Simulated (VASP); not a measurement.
## In4Sb3As: single point with PBE

In4Sb3As:

```xyz
8
Lattice="4.5747 0.0000 0.0000 0.0000 4.5747 0.0000 0.0000 0.0000 12.8855" Properties=species:S:1:pos:R:3 pbc="T T T"
As    0.0000    0.0000    0.0000
In    0.0000    2.2873   11.4341
In    2.2873    0.0000    8.1090
In    0.0000    2.2873    4.7764
In    2.2873    0.0000    1.4513
Sb    2.2873    2.2873    9.7702
Sb    0.0000    0.0000    6.4427
Sb    2.2873    2.2873    3.1153
```

| Item | Value |
| --- | --- |
| Program | VASP 6.6.1 |
| Task | single point |
| Functional | PBE |
| Potentials or basis | VASP PAW PBE potentials, release 64 (As, In_d, Sb) |
| Cutoff | 520 eV |
| k mesh | 4 × 4 × 2 |
| Occupations | fermi-dirac, width 0.02 eV |
| Spin | no spin polarisation |

```json
{"Pressure": "1.4 GPa", "Largest force": "0.022 eV/Å", "Band gap on the k mesh": "zero (filled and empty bands touch)"}
```

Forces in eV/Å, atoms in the order of the input:
```
As   0.000  0.000  0.000
In   0.000  0.000  0.022
In   0.000  0.000  0.000
In   0.000  0.000  0.000
In   0.000  0.000 -0.022
Sb   0.000  0.000 -0.002
Sb   0.000  0.000  0.000
Sb   0.000  0.000  0.002
```

Stress tensor (GPa, compression positive):
```
1.54 0.00 0.00
0.00 1.54 0.00
0.00 0.00 1.11
```

Levels at points of the mesh, in eV from the Fermi level:
```csv
k point,band 34,band 35,band 36,band 37,band 38,band 39
"(0.00, 0.00, 0.00)",-0.52,-0.04,0.00,0.00,1.33,1.43
"(0.50, 0.00, 0.00)",-0.88,-0.85,-0.81,0.28,0.68,1.88
"(0.50, 0.50, 0.00)",-2.17,-2.17,-2.12,1.36,1.46,1.46
"(0.00, 0.00, 0.50)",-0.65,-0.40,-0.40,1.16,1.18,1.52
"(0.50, 0.00, 0.50)",-0.86,-0.85,-0.84,1.01,1.48,1.54
"(0.50, 0.50, 0.50)",-2.46,-2.40,-2.35,2.14,2.14,2.17
```

Wall time 3.6 min on 1 thread of AMD EPYC 7R43 64-Core Processor (Zen 3), with other jobs on the host, peak memory 0.38 GiB.

Caveat: semilocal functionals underestimate gaps, so a narrow gap can read as zero; spin-orbit coupling is left out, which moves the levels of the heavy elements.
